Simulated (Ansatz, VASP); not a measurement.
K3I2Br in VASP and in Ansatz

```
K I Br
1.0
     4.94660    0.00000    0.00000
    -2.47330    4.28388    0.00000
     0.00000    0.00000   12.03080
K I Br
3 2 1
Direct
  0.00000 0.00000 0.50000
  0.33333 0.66667 0.15010
  0.66667 0.33333 0.84990
  0.33333 0.66667 0.67502
  0.66667 0.33333 0.32498
  0.00000 0.00000 0.00000
```

Alike in both runs: task relaxation of the atoms; functional LDA; k mesh 6 × 6 × 2; occupations gaussian, width 0.05 eV; no spin polarisation.

|  | VASP | Ansatz |
| --- | --- | --- |
| version | VASP 6.6.1 | Ansatz 0.2.0 |
| potentials or method | VASP PAW LDA potentials, release 64 (K_sv, I, Br), cutoff 520 eV | scalar-relativistic, plane waves, PAW |
| valence electrons in the cell | 48 | 68 |

```csv
,VASP,Ansatz,Ansatz less VASP
"gap on the k mesh at the Fermi level, each at its own relaxed structure (eV)",3.47,3.46,-0.007
```

LDA's correlation is that of Perdew and Zunger in VASP and of Perdew and Wang (1992) in Ansatz. VASP's potentials hold 48 valence electrons a cell and Ansatz's 68, so a difference there can come from the potentials and not from the codes. Ansatz's warnings: stress scf threshold loose.

Neither program's run includes spin-orbit coupling.
